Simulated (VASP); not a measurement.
Here is a VASP 6.6.1 calculation.

File POSCAR:

```
Se
1.0
    2.8874329627      0.0000000000      0.0000000000
    0.0000000000      2.8874329627      0.0000000000
    0.0000000000      0.0000000000      2.8874329627
Se
1
Direct
    0.0000000000      0.0000000000      0.0000000000
```

INCAR.step1

```
PREC = Accurate
ENCUT = 520
ISMEAR = -1
SIGMA = 0.1
LREAL = False
LASPH = True
NELM = 60
NBANDS = 9
GGA = PE
ALGO = Normal
EDIFF = 1E-4
LWAVE = True
LCHARG = False
```

Contents of INCAR.step2:

```
PREC = Accurate
ENCUT = 520
EDIFF = 1E-6
ISMEAR = -1
SIGMA = 0.1
LREAL = False
LASPH = True
NELM = 60
ALGO = Normal
ISIF = 2
LWAVE = False
LCHARG = False
METAGGA = R2SCAN
LMIXTAU = True
NBANDS = 9
ISTART = 1
```

KPOINTS

```
Automatic mesh
0
Gamma
  13 13 13
```

Potentials or basis: VASP PAW PBE potentials, release 64 (Se).

Run with:

```bash
$ cat potpaw_PBE.64/Se/POTCAR > POTCAR
$ cp INCAR.step1 INCAR
$ mpirun -np 1 vasp_std > vasp.out
$ cp INCAR.step2 INCAR
$ mpirun -np 1 vasp_std > vasp.out
```

Task: Predict the band gap on the k mesh.

Result: Zero (bands 3 and 4 overlap by 5.90 eV).

Task: Estimate the pressure.

Result: -4.9 GPa.

Caveat: the cell stands under tension; the PAW data sets were made with another functional, which shifts forces and pressure a little.
